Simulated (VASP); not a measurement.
Here is a VASP 6.6.1 calculation.

File INCAR:

```
SYSTEM = RuS
PREC = Accurate
ENCUT = 500
EDIFF = 1E-6
ISMEAR = 0
SIGMA = 0.05
LREAL = .False.
LASPH = .True.
NELM = 200
ALGO = Normal
ISIF = 2
LWAVE = .False.
LCHARG = .False.
ISPIN = 2
MAGMOM = 2 2 0 0
LORBIT = 11
NUPDOWN = 4.0
LMAXMIX = 4
LDAU = .True.
LDAUTYPE = 2
LDAUL = 2 -1
LDAUU = 3 0
LDAUJ = 0 0
LDAUPRINT = 1
NBANDS = 32
GGA_COMPAT = .False.
```

The input KPOINTS:

```
regular mesh
0
Gamma
  6 6 6
  0 0 0
```

Contents of POSCAR:

```
RuS
1.0
    3.0319028300      0.0000000000      0.0000000000
    0.0000000000      3.0319028300      3.0319028300
    0.0000000000      0.0000000000      6.0638056600
Ru S
2 2
Direct
    0.0000000000      0.0000000000      0.0000000000
    0.0000000000      0.0000000000      0.5000000000
    0.5000000000      0.5000000000      0.0000000000
    0.5000000000      0.5000000000      0.5000000000
```

Potentials or basis: VASP PAW LDA potentials, release 64 (Ru_pv, S).

Launch:

```sh
$ cat potpaw_LDA.64/Ru_pv/POTCAR potpaw_LDA.64/S/POTCAR > POTCAR
$ mpirun -np 1 vasp_std > vasp.out
```

Estimate the pressure.

-9.8 GPa.

Stress tensor (GPa, compression positive):
```
-9.93  0.00  0.00
 0.00 -9.77  0.00
 0.00  0.00 -9.77
```

Caveat: the total moment is fixed, so each spin has its own Fermi level. The state reached can hang on the start; a lower one may exist.
